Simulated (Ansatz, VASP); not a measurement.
Two plane-wave programs on BN

```
B N
1.0
    -1.81236    1.81236    0.00000
     0.00000    0.00000    3.62471
     1.81236    1.81236    0.00000
B N
2 2
Direct
  0.00000 0.00000 0.00000
  0.50000 0.50000 0.50000
  0.00000 0.25000 0.50000
  0.50000 0.75000 0.00000
```

Alike in both runs: task single point; functional PBE; k mesh 12 × 8 × 12; occupations fermi-dirac, width 0.02 eV; no spin polarisation.

|  | VASP | Ansatz |
| --- | --- | --- |
| version | VASP 6.6.1 | Ansatz 0.2.0 |
| potentials or method | VASP PAW PBE potentials, release 64 (B, N) | PAW with Ansatz's default frozen-core files, scalar-relativistic |
| plane-wave cutoff (eV) | 520 | 420 |
| valence electrons in the cell | 16 | 16 |

VASP gave:

```
gap on the k mesh at the Fermi level (eV) : 4.45
pressure (GPa)                            : 0.2
```

Q: What did Ansatz give for the same quantities?

A: gap on the k mesh at the Fermi level (eV): 4.46; pressure (GPa): 0.0.

The functional is the same, so the differences come from potentials, cutoffs and numerics.
